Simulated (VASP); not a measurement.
A run of VASP 6.6.1 is set up as follows.

The input INCAR:

```
SYSTEM = InP
ALGO = Normal ; EDIFF = 1E-8
ENCUT = 520 ; GGA = CA
ISIF = 2 ; ISMEAR = -1
LASPH = .True. ; LCHARG = .False.
LEFG = .True. ; LREAL = .False.
LWAVE = .False. ; NBANDS = 16
NELM = 80 ; PREC = Accurate
SIGMA = 0.05
```

Contents of KPOINTS:

```
k-points
0
Gamma
  11 11 11
  0 0 0
```

The input POSCAR:

```
InP
1.0
    0.0000000000      2.8739078358      2.8739078358
    2.8739078358      0.0000000000      2.8739078358
    2.8739078358      2.8739078358      0.0000000000
In P
1 1
Direct
    0.0000000000      0.0000000000      0.0000000000
    0.5000000000      0.5000000000      0.5000000000
```

Potentials or basis: VASP PAW LDA potentials, release 64 (In_d, P).

The run is started by

```console
$ cat potpaw_LDA.64/In_d/POTCAR potpaw_LDA.64/P/POTCAR > POTCAR
$ mpirun -np 1 vasp_std > vasp.out
```

What does it give for the band gap on the k mesh?

Zero (bands 9 and 10 overlap by 2.27 eV).

Predict the pressure.

-10.4 GPa.

Caveat: the cell stands under tension; spin-orbit coupling is left out, which moves the levels of the heavy elements.
